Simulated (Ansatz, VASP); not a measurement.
## One calculation of HgPt3, two programs

File INCAR:

```
SYSTEM = HgPt3
ALGO = Normal
EDIFF = 1E-6
ENCUT = 520
ISIF = 2
ISMEAR = 0
LASPH = .TRUE.
LCHARG = .FALSE.
LREAL = .FALSE.
LWAVE = .FALSE.
NBANDS = 29
NELM = 60
PREC = Accurate
SIGMA = 0.1
```

File KPOINTS:

```
k-points
0
G
  5 5 8
  0 0 0
```

Contents of POSCAR:

```
HgPt3
1.0
    2.9384658692     -4.0054268443      0.0000000000
    2.9384658692      4.0054268443      0.0000000000
    0.0000000000      0.0000000000      2.9296990064
Hg Pt
1 3
Direct
    0.0000000000      0.0000000000      0.0000000000
    0.5000000000      0.5000000000      0.0000000000
    0.0000000000      0.5000000000      0.5000000000
    0.5000000000      0.0000000000      0.5000000000
```

Input for Ansatz:

```yaml
crystal:
  lattice:
    - [2.9384658691662318, -4.005426844296695, 0.0]
    - [2.9384658691662318, 4.005426844296695, 0.0]
    - [0.0, 0.0, 2.929699006403221]
  atoms:
    - { symbol: Hg, position: [0.0, 0.0, 0.0] }
    - { symbol: Pt, position: [0.5, 0.5, 0.0] }
    - { symbol: Pt, position: [0.0, 0.5, 0.5] }
    - { symbol: Pt, position: [0.5, 0.0, 0.5] }
basis:
  ecutwfc: 421.77648681281397
kpoints:
  mp_grid:
    grid: [5, 5, 8]
hamiltonian:
  xc: lda
scf:
  convergence:
    dr2_threshold: 1.0e-09
  occupations:
    method: gaussian
output:
  stress: true
```

Alike in both runs: task single point; functional LDA; k mesh 5 × 5 × 8; no spin polarisation.

```csv
,VASP,Ansatz
version,VASP 6.6.1,Ansatz 0.2.0
potentials or method,"VASP PAW LDA potentials, release 64 (Hg, Pt), cutoff 520 eV","plane waves, PAW"
occupations,"gaussian, width 0.1 eV",gaussian
valence electrons in the cell,42,74
```

VASP gave:

| Item | Value |
| --- | --- |
| pressure (GPa) | -17.5 |
| traceless stress, the component that is largest in VASP (GPa) | -0.69 |

Estimate Ansatz's values.

pressure (GPa): -18.7; traceless stress, the component that is largest in VASP (GPa): -0.71.

LDA's correlation is that of Perdew and Zunger in VASP and of Perdew and Wang (1992) in Ansatz. VASP's potentials hold 42 valence electrons a cell and Ansatz's 74, so a difference there can come from the potentials and not from the codes. Ansatz's warnings: stress scf threshold loose.

Spin-orbit coupling is off throughout.
